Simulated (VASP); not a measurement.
# As (Pm-3m) in VASP: single point with PBE

Aim: the single point of As with PBE.

Everything below comes from runs of VASP 6.6.1. Logs are shortened: lines on timing, memory, paths and dates and some standing lists are left out, and cuts for length are marked.

## Step 1: The cell of the first run

It takes space group Pm-3m (No. 221, cubic). The conventional cell has a = 2.729 Å, b = 2.729 Å, c = 2.729 Å, α = 90.00°, β = 90.00°, γ = 90.00°. Within 3.6 Å of As (site symmetry m-3m) lie 6 As at 2.73 Å.

This isn't the form of As at room conditions, which is rhombohedral.

## Step 2: Single point, PBE, non-collinear spin, zero start, spin-orbit coupling

INCAR

```
PREC = Accurate ; ENCUT = 520
EDIFF = 1E-6 ; ISMEAR = -1
SIGMA = 0.05 ; LREAL = False
LASPH = True ; NELM = 150
ALGO = Normal ; ISIF = 2
LWAVE = False ; LCHARG = True
MAGMOM = 0 0 0 ; LORBIT = 11
LSORBIT = True ; GGA_COMPAT = False
LORBMOM = True ; GGA = PE
LVHAR = True ; NBANDS = 16
```

KPOINTS

```
Automatic mesh
0
Gamma
  15 15 15
```

POSCAR

```
As
1.0
    2.7294040158      0.0000000000      0.0000000000
    0.0000000000      2.7294040158      0.0000000000
    0.0000000000      0.0000000000      2.7294040158
As
1
Direct
    0.0000000000      0.0000000000      0.0000000000
```

Potentials or basis: VASP PAW PBE potentials, release 64 (As).

Launch:

```
cat potpaw_PBE.64/As/POTCAR > POTCAR
mpirun -np 1 vasp_ncl > vasp.out
```

OUTCAR:

```text
PREC = Accurate
   ENCUT = 520
   EDIFF = 1E-6
   ISMEAR = -1
   LREAL = False
   LASPH = True
   NELM = 150
   ISIF = 2
   LORBIT = 11
   LSORBIT = True
   GGA = PE

 ion  position               nearest neighbor table
   1  0.000  0.000  0.000-

  LATTYP: Found a simple cubic cell.
 ALAT       =     2.7294040158

  Lattice vectors:

 A1 = (   2.7294040158,   0.0000000000,   0.0000000000)
 A2 = (   0.0000000000,   2.7294040158,   0.0000000000)
 A3 = (   0.0000000000,   0.0000000000,   2.7294040158)

Analysis of symmetry for initial positions (statically):
=====================================================================
 Subroutine PRICEL returns:
 Original cell was already a primitive cell.

 Routine SETGRP: Setting up the symmetry group for a
 simple cubic supercell.

 Subroutine GETGRP returns: Found 48 space group operations
 (whereof 48 operations were pure point group operations)
 out of a pool of 48 trial point group operations.

The static configuration has the point symmetry O_h .

Analysis of symmetry for dynamics (positions and initial velocities):
=====================================================================
 Subroutine PRICEL returns:
 Original cell was already a primitive cell.

 Routine SETGRP: Setting up the symmetry group for a
 simple cubic supercell.

 Subroutine GETGRP returns: Found 48 space group operations
 (whereof 48 operations were pure point group operations)
 out of a pool of 48 trial point group operations.

The dynamic configuration has the point symmetry O_h .

Analysis of structural, dynamic, and magnetic symmetry:
=====================================================================
 Subroutine PRICEL returns:
 Original cell was already a primitive cell.

 Routine SETGRP: Setting up the symmetry group for a
 simple cubic supercell.

 Subroutine GETGRP returns: Found 48 space group operations
 (whereof 48 operations were pure point group operations)
 out of a pool of 48 trial point group operations.

The overall configuration has the point symmetry O_h .

 Subroutine INISYM returns: Found 48 space group operations
 (whereof 48 operations are pure point group operations),
 and found     1 'primitive' translations

----------------------------------------------------------------------------------------

                                     Primitive cell

[... 146 lines left out ...]
      2      -9.1131      1.00000
      3       9.3607      0.00000
      4       9.3607      0.00000
      5       9.8055      0.00000
      6       9.8055      0.00000
[... 433 lines left out ...]
      3       1.8186      1.00000
      4       1.8186      1.00000
      5       6.3855      0.00000
      6       6.3855      0.00000
[... 8 lines left out ...]
     15      22.6366      0.00000
     16      22.6366      0.00000

 [... further k-points ...]

------------------------ aborting loop because EDIFF is reached ----------------------------------------

  FORCE on cell =-STRESS in cart. coord.  units (eV):
  Direction    XX          YY          ZZ          XY          YZ          ZX
  --------------------------------------------------------------------------------------
  -------------------------------------------------------------------------------------
  Total        0.0204313      0.0204313      0.0204313     -0.0000000     -0.0000000      0.0000000
  in kB        1.6099157      1.6099157      1.6099157     -0.0000000     -0.0000000      0.0000000
  external PRESSURE =       1.6099157 kB  Pullay stress =       0.0000000 kB

 VOLUME and BASIS-vectors are now :
 -----------------------------------------------------------------------------
  energy-cutoff  :      520.00
  volume of cell :       20.33
      direct lattice vectors                 reciprocal lattice vectors
     2.729404016  0.000000000  0.000000000     0.366380351  0.000000000  0.000000000
     0.000000000  2.729404016  0.000000000     0.000000000  0.366380351  0.000000000
     0.000000000  0.000000000  2.729404016     0.000000000  0.000000000  0.366380351

 POSITION                                       TOTAL-FORCE (eV/Angst)
 -----------------------------------------------------------------------------------
      0.00000      0.00000      0.00000         0.000000      0.000000      0.000000
 -----------------------------------------------------------------------------------
    total drift:                               -0.000000     -0.000000     -0.000000

  FREE ENERGIE OF THE ION-ELECTRON SYSTEM (eV)
  ---------------------------------------------------
  free  energy   TOTEN  =        -4.5706713620 eV

  energy  without entropy=       -4.5664294544  energy(sigma->0) =       -4.56855041

 orbital moment (x)

 # of ion     p       d       tot
 ----------------------------------------
  1         0.000   0.000   0.000
 ----------------------------------------
            0.000   0.000   0.000

 orbital moment (y)

 # of ion     p       d       tot
 ----------------------------------------
  1        -0.000   0.000   0.000
 ----------------------------------------
           -0.000   0.000   0.000

 orbital moment (z)

 # of ion     p       d       tot
 ----------------------------------------
  1         0.000  -0.000  -0.000
 ----------------------------------------
            0.000  -0.000  -0.000

 Spin-Orbit-Coupling matrix elements

 Ion:    1  E_soc:     -0.0270257
 l=   1
     0.0000000    -0.0045034    -0.0045034
    -0.0045034     0.0000000    -0.0045034
    -0.0045034    -0.0045034     0.0000000
 l=   2
     0.0000000    -0.0000012     0.0000000    -0.0000012     0.0000004
    -0.0000012     0.0000000     0.0000003    -0.0000012     0.0000001
     0.0000000     0.0000003     0.0000000     0.0000003     0.0000000
    -0.0000012    -0.0000012     0.0000003     0.0000000     0.0000001
     0.0000004     0.0000001     0.0000000     0.0000001     0.0000000
 l=   3
     0.0000000     0.0000000     0.0000000     0.0000000     0.0000000     0.0000000     0.0000000
     0.0000000     0.0000000     0.0000000     0.0000000     0.0000000     0.0000000     0.0000000
     0.0000000     0.0000000     0.0000000     0.0000000     0.0000000     0.0000000     0.0000000
     0.0000000     0.0000000     0.0000000     0.0000000     0.0000000     0.0000000     0.0000000
     0.0000000     0.0000000     0.0000000     0.0000000     0.0000000     0.0000000     0.0000000
     0.0000000     0.0000000     0.0000000     0.0000000     0.0000000     0.0000000     0.0000000
     0.0000000     0.0000000     0.0000000     0.0000000     0.0000000     0.0000000     0.0000000

 total charge

# of ion       s       p       d       tot
------------------------------------------
    1        1.300   1.311   0.051   2.662

 magnetization (x)

# of ion       s       p       d       tot
------------------------------------------
    1        0.000   0.000  -0.000  -0.000

 magnetization (y)

# of ion       s       p       d       tot
------------------------------------------
    1        0.000   0.000   0.000   0.000

 magnetization (z)

# of ion       s       p       d       tot
------------------------------------------
    1        0.000   0.000   0.000   0.000
```

OSZICAR:

```text
N       E                     dE             d eps       ncg     rms          rms(c)
DAV:   1     0.101100360633E+02    0.10110E+02   -0.20813E+03  3840   0.532E+02
DAV:   2    -0.400656328604E+01   -0.14117E+02   -0.13282E+02  5344   0.927E+01
DAV:   3    -0.456431518856E+01   -0.55775E+00   -0.55534E+00  4840   0.155E+01
DAV:   4    -0.456596859105E+01   -0.16534E-02   -0.16534E-02  4616   0.999E-01
DAV:   5    -0.456597145528E+01   -0.28642E-05   -0.28648E-05  4816   0.426E-02    0.199E+00
DAV:   6    -0.456859738733E+01   -0.26259E-02   -0.56407E-04  4448   0.198E-01    0.118E+00
DAV:   7    -0.457061314104E+01   -0.20158E-02   -0.15017E-03  4280   0.318E-01    0.868E-02
DAV:   8    -0.457065836509E+01   -0.45224E-04   -0.28743E-05  4808   0.437E-02    0.569E-02
DAV:   9    -0.457067062876E+01   -0.12264E-04   -0.14116E-05  4200   0.264E-02    0.443E-03
DAV:  10    -0.457067136201E+01   -0.73326E-06   -0.27630E-07  4064   0.387E-03
   1 F= -.45706714E+01 E0= -.45685504E+01  d E =-.424191E-02  mag=    -0.0000    -0.0000    -0.0000
```

Wall time 39 s (1 thread of Intel Xeon Platinum 8259CL at 2.50GHz (Skylake/Cascade Lake), shared host); peak memory 0.19 GiB.

Results:

```yaml
Free_energy: -4.5707 eV
Pressure: 0.2 GPa
Net_moment: 0.00 μB per cell
Valence_electrons_inside_the_program's_atomic_spheres: As 2.66
```

Moments on the atoms (μB; x, y, z):
```
As  0.00 0.00 0.00
```
